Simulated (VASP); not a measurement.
Input of a VASP 6.6.1 run:

POSCAR

```
Ta
1.0
   -1.6529147816      1.6529147816      1.6529147816
    1.6529147816     -1.6529147816      1.6529147816
    1.6529147816      1.6529147816     -1.6529147816
Ta
1
Direct
    0.0000000000      0.0000000000      0.0000000000
```

INCAR.step1

```
SYSTEM = Ta
ALGO = Normal
EDIFF = 1E-5
ENCUT = 550
GGA = PE
GGA_COMPAT = .False.
ISMEAR = -1
LASPH = .True.
LCHARG = .False.
LREAL = .False.
LWAVE = .True.
NBANDS = 12
NELM = 120
PREC = Accurate
SIGMA = 0.1
```

The input INCAR.step2:

```
SYSTEM = Ta
ALGO = Normal
EDIFF = 1E-6
ENCUT = 550
GGA_COMPAT = .False.
ISIF = 2
ISMEAR = -1
ISTART = 1
LASPH = .True.
LCHARG = .False.
LMIXTAU = .True.
LREAL = .False.
LWAVE = .False.
METAGGA = R2SCAN
NBANDS = 12
NELM = 120
PREC = Accurate
SIGMA = 0.1
```

KPOINTS

```
k-points
0
Gamma
  18 18 18
  0 0 0
```

Potentials or basis: VASP PAW PBE potentials, release 64 (Ta_pv).

Command:

```console
$ cat potpaw_PBE.64/Ta_pv/POTCAR > POTCAR
$ cp INCAR.step1 INCAR
$ mpirun -np 1 vasp_std > vasp.out
$ cp INCAR.step2 INCAR
$ mpirun -np 1 vasp_std > vasp.out
```

**Question.** Estimate the band gap on the k mesh.

**Answer.** Zero (an odd number of electrons rules out a gap without spin polarisation).

**Question.** What does it give for the pressure?

**Answer.** 0.6 GPa.

Caveat: the PAW data sets were made with another functional, which shifts forces and pressure a little; spin-orbit coupling is left out, which moves the levels of the heavy elements.
